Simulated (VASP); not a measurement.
# Pd in VASP: a series of runs, part 2 of 2

VASP 6.6.1.

## Step 3: Single point, PBEsol (strained)

INCAR

```
PREC = Accurate ; ENCUT = 520
EDIFF = 1E-6 ; ISMEAR = 0
SIGMA = 0.1 ; LREAL = F
LASPH = T ; NELM = 60
ALGO = Normal ; ISIF = 2
LWAVE = F ; LCHARG = T
GGA = PS ; LELF = T
LVHAR = T ; NBANDS = 11
```

KPOINTS

```
Automatic mesh
0
Gamma
  16 16 16
```

POSCAR

```
Pd
1.0
    0.0000000000      2.0071173510      1.9487703510
    2.0071173510      0.0000000000      1.9487703510
    2.0071173510      2.0071173510      0.0000000000
Pd
1
Direct
    0.0000000000      0.0000000000      0.0000000000
```

Potentials or basis: VASP PAW PBE potentials, release 64 (Pd).

Run with:

```
$ cat potpaw_PBE.64/Pd/POTCAR > POTCAR
$ mpirun -np 1 vasp_std > vasp.out
```

OUTCAR:

```text
PREC = Accurate
   ENCUT = 520
   EDIFF = 1E-6
   ISMEAR = 0
   LREAL = F
   LASPH = T
   NELM = 60
   ISIF = 2
   GGA = PS

 ion  position               nearest neighbor table
   1  0.000  0.000  0.000-

  LATTYP: Found a body centered tetragonal cell.
 ALAT       =     2.8384925791
 C/A-ratio  =     1.3731023046

  Lattice vectors:

 A1 = (   0.0000000000,  -2.0071173510,  -1.9487703510)
 A2 = (   0.0000000000,   2.0071173510,  -1.9487703510)
 A3 = (   2.0071173510,   0.0000000000,   1.9487703510)

Analysis of symmetry for initial positions (statically):
=====================================================================
 Subroutine PRICEL returns:
 Original cell was already a primitive cell.

 Routine SETGRP: Setting up the symmetry group for a
 body centered tetragonal supercell.

 Subroutine GETGRP returns: Found 16 space group operations
 (whereof 16 operations were pure point group operations)
 out of a pool of 16 trial point group operations.

The static configuration has the point symmetry D_4h.

Analysis of symmetry for dynamics (positions and initial velocities):
[... 160 lines left out ...]
 val. band max:        8.6169852437   @ k =   0.4375  -0.0000   0.2500
 cond. band min:       8.6212038546   @ k =   0.5000   0.3750   0.0625
 fundamental gap:      0.0042186109
 Fermi energy:         8.6182390966

 k-point     1 :       0.0000    0.0000    0.0000
  band No.  band energies     occupation
      1       1.8370      2.00000
      2       5.9452      2.00000
      3       5.9452      2.00000
      4       6.1975      2.00000
      5       7.3677      2.00000
      6       7.6231      2.00000
      7      25.6921      0.00000
      8      29.8855      0.00000
      9      29.8855      0.00000
     10      30.5123      0.00000
     11      34.7848      0.00000
[... 309 lines left out ...]
 k-point    24 :      -0.0625    0.0625    0.0000
  band No.  band energies     occupation
      1       2.1841      2.00000
      2       5.8304      2.00000
      3       6.0536      2.00000
      4       6.3258      2.00000
      5       7.2597      2.00000
      6       7.6287      2.00000
      7      25.9977      0.00000
      8      28.2070      0.00000
      9      30.1352      0.00000
     10      30.5473      0.00000
     11      34.9629      0.00000

 [... further k-points ...]
[... 5 lines left out ...]
  --------------------------------------------------------------------------------------
  -------------------------------------------------------------------------------------
  Total       -1.2826617     -1.2826617     -1.1746062      0.0000000      0.0000000     -0.0000000
  in kB     -130.8839917   -130.8839917   -119.8579080      0.0000000      0.0000000     -0.0000000
  external PRESSURE =    -127.2086305 kB  Pullay stress =       0.0000000 kB

 VOLUME and BASIS-vectors are now :
 -----------------------------------------------------------------------------
  energy-cutoff  :      520.00
  volume of cell :       15.70
      direct lattice vectors                 reciprocal lattice vectors
     0.000000000  2.007117351  1.948770351    -0.249113486  0.249113486  0.256572048
     2.007117351  0.000000000  1.948770351     0.249113486 -0.249113486  0.256572048
     2.007117351  2.007117351  0.000000000     0.249113486  0.249113486 -0.256572048

 POSITION                                       TOTAL-FORCE (eV/Angst)
 -----------------------------------------------------------------------------------
      0.00000      0.00000      0.00000         0.000000     -0.000000      0.000000
 -----------------------------------------------------------------------------------
    total drift:                               -0.000000      0.000000     -0.000000

  FREE ENERGIE OF THE ION-ELECTRON SYSTEM (eV)
  ---------------------------------------------------
  free  energy   TOTEN  =        -5.9144753749 eV

  energy  without entropy=       -5.9018009023  energy(sigma->0) =       -5.90813814
```

It took 66 s on 1 thread of Intel Xeon 8259CL, shared host; peak memory 0.19 GiB.

What came out:

```
Free energy            : -5.9145 eV
Pressure               : -12.7 GPa
Band gap on the k mesh : zero (bands 5 and 6 overlap by 1.50 eV)
```

Levels at points of the mesh, in eV from the Fermi level:
```csv
k point,band 2,band 3,band 4,band 5,band 6,band 7,band 8,band 9
"(0.00, 0.00, 0.00)",-2.67,-2.67,-2.42,-1.25,-1.00,17.07,21.27,21.27
"(0.50, 0.00, 0.00)",-2.75,-2.50,-0.09,0.02,1.04,6.77,16.37,20.06
"(0.50, 0.50, 0.00)",-4.66,-0.06,0.25,0.25,3.62,10.58,12.40,12.40
"(0.50, 0.00, 0.50)",-4.66,-0.06,0.16,0.32,3.06,9.81,12.87,13.01
```

Caveat: the cell differs from its parent crystal (strained); the cell stands under tension; the PAW data sets were made with another functional, which shifts forces and pressure a little.

## Step 4: Single point, PBEsol (the cell strained at random)

INCAR

```
  PREC = Accurate
  ENCUT = 520
  EDIFF = 1E-6
  ISMEAR = 0
  SIGMA = 0.1
  LREAL = False
  LASPH = True
  NELM = 80
  ALGO = Fast
  ISIF = 2
  LWAVE = False
  LCHARG = False
  GGA = PS
  NBANDS = 11
```

KPOINTS

```
regular mesh
0
Gamma
  16 16 16
```

POSCAR

```
Pd
1.0
    0.0163566090      2.0581709760      1.9911302730
    2.0564789130      0.0006612660      2.0068256160
    2.0541644820      2.0715518880      0.0029756970
Pd
1
Direct
    0.0000000000      0.0000000000      0.0000000000
```

Potentials or basis: VASP PAW PBE potentials, release 64 (Pd).

Run with:

```
$ cat potpaw_PBE.64/Pd/POTCAR > POTCAR
$ mpirun -np 1 vasp_std > vasp.out
```

OUTCAR:

```text
PREC = Accurate
   ENCUT = 520
   EDIFF = 1E-6
   ISMEAR = 0
   LREAL = False
   LASPH = True
   NELM = 80
   ISIF = 2
   GGA = PS

 ion  position               nearest neighbor table
   1  0.000  0.000  0.000-

  LATTYP: Found a triclinic cell.
 ALAT       =     2.8734047766
 B/A-ratio  =     1.3903519977
 C/A-ratio  =     1.0152935887
 COS(alpha) =     0.0020499318
 COS(beta)  =     0.5048104370
 COS(gamma) =     0.7017467558

  Lattice vectors:

 A1 = (  -2.0564789130,  -0.0006612660,  -2.0068256160)
 A2 = (  -0.0186710400,   0.0127196460,  -3.9949801920)
 A3 = (  -2.0541644820,  -2.0715518880,  -0.0029756970)

Analysis of symmetry for initial positions (statically):
=====================================================================
 Subroutine PRICEL returns:
 Original cell was already a primitive cell.

 Routine SETGRP: Setting up the symmetry group for a
 triclinic supercell.

 Subroutine GETGRP returns: Found  2 space group operations
 (whereof  2 operations were pure point group operations)
 out of a pool of  2 trial point group operations.

The static configuration has the point symmetry S_2 .

Analysis of symmetry for dynamics (positions and initial velocities):
=====================================================================
 Subroutine PRICEL returns:
 Original cell was already a primitive cell.

 Routine SETGRP: Setting up the symmetry group for a
 triclinic supercell.

 Subroutine GETGRP returns: Found  2 space group operations
 (whereof  2 operations were pure point group operations)
 out of a pool of  2 trial point group operations.

The dynamic configuration has the point symmetry S_2 .

 Subroutine INISYM returns: Found  2 space group operations
 (whereof  2 operations are pure point group operations),
 and found     1 'primitive' translations

----------------------------------------------------------------------------------------

                                     Primitive cell

  volume of cell :      16.8836

  direct lattice vectors                    reciprocal lattice vectors
     0.016356609  2.058170976  1.991130273    -0.246229232  0.243800193  0.252241153
     2.056478913  0.000661266  2.006825616     0.243940846 -0.242250168  0.248402742
     2.054164482  2.071551888  0.002975697     0.244560878  0.240581814 -0.250691128

  length of vectors
     2.863727478  2.873404777  2.917349447     0.428594176  0.424141725  0.424894898

  position of ions in fractional coordinates (direct lattice)
     0.000000000  0.000000000  0.000000000

  ion indices of the primitive-cell ions
   primitive index   ion index
                 1           1

----------------------------------------------------------------------------------------

 KPOINTS: regular mesh

Automatic generation of k-mesh.
 Grid dimensions read from file:
 generate k-points for:   16   16   16

 Generating k-lattice:

  Cartesian coordinates                     Fractional coordinates (reciprocal lattice)
    -0.015389327  0.015237512  0.015765072     0.062500000  0.000000000 -0.000000000
     0.015246303 -0.015140636  0.015525171     0.000000000  0.062500000  0.000000000
     0.015285055  0.015036363 -0.015668195     0.000000000  0.000000000  0.062500000

  Length of vectors
     0.026787136  0.026508858  0.026555931

  Shift w.r.t. Gamma in fractional coordinates (k-lattice)
     0.000000000  0.000000000  0.000000000

 Subroutine IBZKPT returns following result:
 ===========================================

 Found   2052 irreducible k-points:

 Following reciprocal coordinates:
            Coordinates               Weight
  0.000000  0.000000  0.000000      1.000000
  0.062500  0.000000 -0.000000      2.000000
  0.125000  0.000000 -0.000000      2.000000
  0.187500 -0.000000 -0.000000      2.000000
  0.250000  0.000000 -0.000000      2.000000
  0.312500  0.000000 -0.000000      2.000000
[... 16 lines left out ...]
 -0.187500  0.062500  0.000000      2.000000
 -0.125000  0.062500  0.000000      2.000000
 [... further k-points ...]
   k-points           NKPTS =   2052   k-points in BZ     NKDIM =   2052   number of bands    NBANDS=     11
   number of dos      NEDOS =    301   number of ions     NIONS =      1
   total plane-waves  NPLWV =  13824
   dimension x,y,z NGX =    24 NGY =   24 NGZ =   24
   dimension x,y,z NGXF=    48 NGYF=   48 NGZF=   48
   ions per type =               1
   NGX,Y,Z   is equivalent  to a cutoff of  13.93, 13.89, 13.68 a.u.
   NGXF,Y,Z  is equivalent  to a cutoff of  27.87, 27.77, 27.35 a.u.
 SYSTEM =  unknown system
   PREC   = accura    normal or accurate (medium, high low for compatibility)
   ISTART =      0    job   : 0-new  1-cont  2-samecut
   ICHARG =      2    charge: 1-file 2-atom 10-const
   ISPIN  =      1    spin polarized calculation?
   LNONCOLLINEAR =      F non collinear calculations
   LSORBIT =      F    spin-orbit coupling
   LASPH  =      T    aspherical Exc in radial PAW
   ENCUT  =  520.0 eV  38.22 Ry    6.18 a.u.   5.32  5.34  5.42*2*pi/ulx,y,z
   NELM   =     80;   NELMIN=  2; NELMDL= -5     # of ELM steps
   EDIFF  = 0.1E-05   stopping-criterion for ELM
   LREAL  =      F    real-space projection
   EDIFFG = 0.1E-04   stopping-criterion for IOM
   NSW    =      0    number of steps for IOM
   IBRION =     -1    ionic relax: 0-MD 1-quasi-New 2-CG
   NFREE  =      0    steps in history (QN), initial steepest desc. (CG)
   ISIF   =      2    stress and relaxation
   ISYM   =      2    0-nonsym 1-usesym 2-fastsym
   POTIM  = 0.5000    time-step for ionic-motion
   TEBEG  =    0.0;   TEEND  =   0.0 temperature during run
   PSTRESS=    0.0 pullay stress
   NELECT =      10.0000    total number of electrons
   NUPDOWN=      -1.0000    fix difference up-down
   EMIN   =  10.00;   EMAX   =-10.00  energy-range for DOS
   EFERMI =   0.00;   METHOD = LEGACY
   ISMEAR =     0;   SIGMA  =   0.10  broadening in eV -4-tet -1-fermi 0-gaus
   EFERMI_NEDOS =   21; number of points for ismear=-14 and -15
   IALGO  =     68    algorithm
   IMIX   =      4    mixing-type and parameters
     AMIX     =   0.40;   BMIX     =  1.00
     AMIX_MAG =   1.60;   BMIX_MAG =  1.00
  volume/ion in A,a.u.               =      16.88       113.94
  Fermi-wavevector in a.u.,A,eV,Ry     =   1.374843  2.598076 25.717622  1.890192
  Thomas-Fermi vector in A             =   2.500232
   LORBIT       =      0    0 simple, 1 ext, 2 COOP (PROOUT), +10 PAW based schemes
   GGA     = PS    functional components
   LHFCALC =     F    Hartree Fock is set to
   AEXX    =    0.0000 exact exchange contribution
   IVDW    =     0    specifies the selected vdW correction
   LEPSILON=     F    determine dielectric tensor
   LRPA    =     F    only Hartree local field effects (RPA)
 non-spin polarized calculation
 RMM-DIIS sequential band-by-band and
 Gauss-broadening in eV      SIGMA  =   0.10
  energy-cutoff  :      520.00
  volume of cell :       16.88
 maximum number of plane-waves:       469
 NGX is ok and might be reduce to    24
   NGX = 11   NGY = 11   NGZ = 11

 number of electron      10.0000000 magnetization

 number of electron       9.9999999 magnetization

 Free energy of the ion-electron system (eV)
  ---------------------------------------------------
  ext. energy  EPLUGINS =         0.00000000
  ---------------------------------------------------
  free energy    TOTEN  =        -5.79060372 eV

  energy without entropy =       -5.77660021  energy(sigma->0) =       -5.78360196

 E-fermi :   7.5168     XC(G=0): -12.5554

 val. band max:        7.5163369629   @ k =   0.0625   0.4375   0.4375
 cond. band min:       7.5179640911   @ k =   0.1250   0.5000   0.0000
 fundamental gap:      0.0016271282
 Fermi energy:         7.5168099428

 k-point     1 :       0.0000    0.0000    0.0000
  band No.  band energies     occupation
      1       1.2656      2.00000
      2       5.0966      2.00000
      3       5.1766      2.00000
      4       5.3742      2.00000
      5       6.4059      2.00000
      6       6.6340      2.00000
      7      24.4876      0.00000
      8      28.1898      0.00000
      9      28.3762      0.00000
     10      28.9080      0.00000
     11      33.2235      0.00000
[... 309 lines left out ...]
 k-point    24 :      -0.1250    0.0625    0.0000
  band No.  band energies     occupation
      1       2.0272      2.00000
      2       4.9691      2.00000
      3       5.3486      2.00000
      4       5.5825      2.00000
      5       6.2236      2.00000
      6       6.6594      2.00000
      7      24.6067      0.00000
      8      25.4045      0.00000
      9      28.0982      0.00000
     10      29.5103      0.00000
     11      31.3300      0.00000

 [... further k-points ...]
[... 5 lines left out ...]
  --------------------------------------------------------------------------------------
  -------------------------------------------------------------------------------------
  Total       -2.1378848     -2.1725035     -2.0721918     -0.0176802      0.0230509     -0.0383247
  in kB     -202.8753305   -206.1604869   -196.6413723     -1.6777734      2.1874274     -3.6368367
  external PRESSURE =    -201.8923966 kB  Pullay stress =       0.0000000 kB

 VOLUME and BASIS-vectors are now :
 -----------------------------------------------------------------------------
  energy-cutoff  :      520.00
  volume of cell :       16.88
      direct lattice vectors                 reciprocal lattice vectors
     0.016356609  2.058170976  1.991130273    -0.246229232  0.243800193  0.252241153
     2.056478913  0.000661266  2.006825616     0.243940846 -0.242250168  0.248402742
     2.054164482  2.071551888  0.002975697     0.244560878  0.240581814 -0.250691128

 POSITION                                       TOTAL-FORCE (eV/Angst)
 -----------------------------------------------------------------------------------
      0.00000      0.00000      0.00000         0.000000      0.000000     -0.000000
 -----------------------------------------------------------------------------------
    total drift:                               -0.000000     -0.000000     -0.000000

  FREE ENERGIE OF THE ION-ELECTRON SYSTEM (eV)
  ---------------------------------------------------
  free  energy   TOTEN  =        -5.7906037160 eV

  energy  without entropy=       -5.7766002130  energy(sigma->0) =       -5.78360196
```

stdout:

```text
POSCAR found type information on POSCAR Pd
 POSCAR found :  1 types and       1 ions
 scaLAPACK will be used
 -----------------------------------------------------------------------------
|                                                                             |
|                                                                             |
|     You enforced a specific xc type in the INCAR file but a different       |
|     I HOPE YOU KNOW WHAT YOU ARE DOING!                                     |
|                                                                             |
 -----------------------------------------------------------------------------

 LDA part: xc-table for (Slater+PW92), standard interpolation
 POSCAR, INCAR and KPOINTS ok, starting setup
 FFT: planning ... GRIDC
 FFT: planning ... GRID_SOFT
 FFT: planning ... GRID
 WAVECAR not read
 entering main loop
```

It took 6.1 min on 1 thread of Intel Xeon 8259CL, shared host; peak memory 0.48 GiB.

What came out:

* Free energy: -5.7906 eV
* Pressure: -20.2 GPa
* Band gap on the k mesh: zero (bands 5 and 6 overlap by 1.32 eV)

Levels at points of the mesh, in eV from the Fermi level:
| k point | band 3 | band 4 | band 5 | band 6 | band 7 | band 8 |
| --- | --- | --- | --- | --- | --- | --- |
| (0.00, 0.00, 0.00) | -2.34 | -2.14 | -1.11 | -0.88 | 16.97 | 20.67 |
| (0.50, 0.00, 0.00) | -2.23 | -0.07 | 0.03 | 1.29 | 6.41 | 16.15 |
| (0.00, 0.50, 0.00) | -2.16 | -0.06 | -0.01 | 1.17 | 6.20 | 16.27 |
| (0.50, 0.50, 0.00) | -0.06 | 0.19 | 0.24 | 3.61 | 9.87 | 11.91 |
| (0.00, 0.00, 0.50) | -2.25 | -0.11 | 0.03 | 1.19 | 6.24 | 16.28 |
| (0.50, 0.00, 0.50) | -0.05 | 0.15 | 0.26 | 3.03 | 9.05 | 12.45 |
| (0.00, 0.50, 0.50) | -0.06 | 0.13 | 0.29 | 3.17 | 9.25 | 12.35 |
| (0.50, 0.50, 0.50) | -2.21 | -0.10 | 0.02 | 1.17 | 6.20 | 16.29 |

Caveat: the cell differs from its parent crystal (the cell strained at random); the cell stands under tension; the PAW data sets were made with another functional, which shifts forces and pressure a little.

## Step 5: Summary

| cell | k mesh | gap on the mesh (eV) | pressure (GPa) |
| --- | --- | --- | --- |
| a = 2.711 Å, angles 60.0°, 1 atom | 18 × 18 × 18 | none | 6.9 |
| a = 2.798, b = 2.798, c = 2.838 Å, angles 59.5, 59.5, 61.0°, 1 atom | 16 × 16 × 16 | none | -12.7 |
| a = 2.864, b = 2.873, c = 2.917 Å, angles 59.7, 59.0, 60.7°, 1 atom | 16 × 16 × 16 | none | -20.2 |

Alike in all rows: task single point; level PBEsol; potentials or basis VASP PAW PBE potentials, release 64 (Pd); no spin polarisation; cutoff (eV) 520; smearing gaussian 0.1 eV.

Caveats: the PAW data sets were made with another functional, which shifts forces and pressure a little; the cell stands under tension (at least some runs); the cell stands under pressure (at least some runs).

Total energies depend on the potentials used, so only differences within one code and one set of settings carry meaning.
